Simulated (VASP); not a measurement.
The system is Ru.

```
CELL_PARAMETERS angstrom
-1.50203 1.50203 1.50203
1.50203 -1.50203 1.50203
1.50203 1.50203 -1.50203
ATOMIC_POSITIONS crystal
Ru 0.00000 0.00000 0.00000
```

| Property | Result |
| --- | --- |
| Program | VASP 6.6.1 |
| Task | relaxation of cell and atoms |
| Functional | r2SCAN |
| Potentials or basis | VASP PAW PBE potentials, release 64 (Ru_pv) |
| Cutoff | 600 eV |
| k mesh | 15 × 15 × 15 |
| Occupations | fermi-dirac, width 0.05 eV |
| Spin | collinear spin, ferromagnetic start |
| Starting moments | [1.0] μB |

At the start: pressure 10.4 GPa; volume 13.55 Å³/atom.

Problem. Where does the relaxation end?

Solution. Over 4 steps the energy falls by 13.7 meV/atom and the volume is 13.99 Å³/atom (+3.2 %); space group Im-3m (No. 229, to 0.05 Å); moment 0.00 μB per cell.

The path:
| step | energy change (eV) | largest force (eV/Å) | pressure (GPa) | volume (Å³) |
| --- | --- | --- | --- | --- |
| 1 | 0.0000 | 0.0000 | 10.41 | 13.55 |
| 2 | 0.0930 | 0.0000 | -22.76 | 15.36 |
| 3 | -0.0136 | 0.0000 | -0.36 | 14.01 |
| 4 | -0.0137 | 0.0000 | -0.02 | 13.99 |

Final structure:
```cif
data_structure
_symmetry_space_group_name_H-M 'P 1'
_symmetry_Int_Tables_number 1
_cell_length_a 2.6291
_cell_length_b 2.6291
_cell_length_c 2.6291
_cell_angle_alpha 109.471
_cell_angle_beta 109.471
_cell_angle_gamma 109.471
_cell_volume 13.99
loop_
_atom_site_label
_atom_site_type_symbol
_atom_site_fract_x
_atom_site_fract_y
_atom_site_fract_z
_atom_site_occupancy
Ru1 Ru 0.00000 0.00000 0.00000 1
```

Caveat: the PAW data sets were made with another functional, which shifts forces and pressure a little.
